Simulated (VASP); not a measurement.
Write the native input for VASP 6.6.1 that does the following.

```
Task                   : single point
Functional             : r2SCAN
Potentials or basis    : VASP PAW PBE potentials, release 64 (Sr_sv, Cl)
Cutoff                 : 520 eV
k mesh                 : 6 × 6 × 4
Occupations            : gaussian, width 0.01 eV
Spin                   : no spin polarisation
Dipole correction      : no
Further INCAR settings : ALGO = Normal; EDIFF = 1e-06; NBANDS = 19
```

The system is SrCl2.

```xyz
3
Lattice="4.4072 0.0000 0.0000 -2.2036 3.8168 0.0000 0.0000 0.0000 5.5961" Properties=species:S:1:pos:R:3 pbc="T T T"
Sr    0.0000    0.0000    0.0000
Cl    0.0000    2.5445    1.3917
Cl    2.2036    1.2723    4.2044
```

One way to write it, as run:

POSCAR

```
SrCl2
1.0
    4.4072489198      0.0000000000      0.0000000000
   -2.2036244599      3.8167895254      0.0000000000
    0.0000000000      0.0000000000      5.5960649295
Sr Cl
1 2
Direct
    0.0000000000      0.0000000000      0.0000000000
    0.3333333333      0.6666666667      0.2486950226
    0.6666666667      0.3333333333      0.7513049774
```

INCAR.step1

```
SYSTEM = SrCl2
PREC = Accurate ; ENCUT = 520
ISMEAR = 0 ; SIGMA = 0.01
LREAL = .FALSE. ; LASPH = .TRUE.
NELM = 60 ; NBANDS = 19
GGA = PE ; ALGO = Normal
EDIFF = 1E-4 ; LWAVE = .TRUE.
LCHARG = .FALSE.
```

INCAR.step2

```
SYSTEM = SrCl2
PREC = Accurate ; ENCUT = 520
EDIFF = 1E-6 ; ISMEAR = 0
SIGMA = 0.01 ; LREAL = .FALSE.
LASPH = .TRUE. ; NELM = 60
ALGO = Normal ; ISIF = 2
LWAVE = .FALSE. ; LCHARG = .FALSE.
METAGGA = R2SCAN ; LMIXTAU = .TRUE.
NBANDS = 19 ; ISTART = 1
```

KPOINTS

```
Automatic mesh
0
G
  6 6 4
  0 0 0
```

Potentials or basis: VASP PAW PBE potentials, release 64 (Sr_sv, Cl).

Command:

```console
$ cat potpaw_PBE.64/Sr_sv/POTCAR potpaw_PBE.64/Cl/POTCAR > POTCAR
$ cp INCAR.step1 INCAR
$ mpirun -np 1 vasp_std > vasp.out
$ cp INCAR.step2 INCAR
$ mpirun -np 1 vasp_std > vasp.out
```

It gave:

```yaml
Pressure: 0.7 GPa
Largest_force: 0.014 eV/Å
Band_gap_on_the_k_mesh: 5.79 eV
```

Caveat: the PAW data sets were made with another functional, which shifts forces and pressure a little.

It took 4.1 min on 1 thread of Intel Xeon 8259CL (shared host), peak memory 0.26 GiB.
